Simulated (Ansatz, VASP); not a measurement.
## Mg in VASP and in Ansatz

```xyz
2
Lattice="0.0000 3.4735 3.4735 3.4735 0.0000 3.4735 3.4735 3.4735 0.0000" Properties=species:S:1:pos:R:3 pbc="T T T"
Mg    0.8684    0.8684    0.8684
Mg    6.0786    6.0786    6.0786
```

Alike in both runs: task single point; functional revPBE; k mesh 9 × 9 × 9; occupations fermi-dirac, width 0.1 eV; no spin polarisation.

|  | VASP | Ansatz |
| --- | --- | --- |
| version | VASP 6.6.1 | Ansatz 0.2.0 |
| potentials or method | VASP PAW PBE potentials, release 64 (Mg), cutoff 520 eV | plane waves (420 eV) with PAW, scalar-relativistic |
| valence electrons in the cell | 4 | 20 |

```csv
,VASP,Ansatz,Ansatz less VASP
pressure (GPa),0.0,0.0,+0.04
```

VASP's potentials were made for PBE, not for revPBE. The functional is the same, so the differences come from potentials, cutoffs and numerics. VASP's potentials hold 4 valence electrons a cell and Ansatz's 20, so a difference there can come from the potentials and not from the codes.
